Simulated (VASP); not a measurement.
WO, 2 atoms in the cell. Symmetry: Pm-3m, No. 221, cubic system. Conventional cell: a = 2.915 Å, b = 2.915 Å, c = 2.915 Å, α = 90.00°, β = 90.00°, γ = 90.00°. Within 3.3 Å of W (site symmetry m-3m) lie 8 O at 2.52 Å and 6 W at 2.91 Å. O (site symmetry m-3m) has 8 W at 2.52 Å and 6 O at 2.91 Å within 3.3 Å. 

- Program: VASP 6.6.1
- Task: single point
- Functional: r2SCAN
- Potentials or basis: VASP PAW PBE potentials, release 64 (W_sv, O)
- Cutoff: 520 eV
- k mesh: 14 × 14 × 14
- Occupations: gaussian, width 0.1 eV
- Spin: no spin polarisation
- Hubbard terms: W d U = 6.2 eV
- Dipole correction: no
- Further INCAR settings: ALGO = Normal; EDIFF = 1e-07; NBANDS = 17

Potentials or basis: VASP PAW PBE potentials, release 64 (W_sv, O).

Launch:

```console
$ cat potpaw_PBE.64/W_sv/POTCAR potpaw_PBE.64/O/POTCAR > POTCAR
$ cp INCAR.step1 INCAR
$ mpirun -np 1 vasp_std > vasp.out
$ cp INCAR.step2 INCAR
$ mpirun -np 1 vasp_std > vasp.out
```

Hardware: 1 thread of Intel(R) Xeon(R) Platinum 8375C CPU @ 2.90GHz (Ice Lake), with other jobs on the host.

Problem. Estimate the wall time of this run.

Solution. It took 3.3 min on 1 thread of Intel(R) Xeon(R) Platinum 8375C CPU @ 2.90GHz (Ice Lake), with other jobs on the host, peak memory 0.18 GiB. Counts: k points 120.
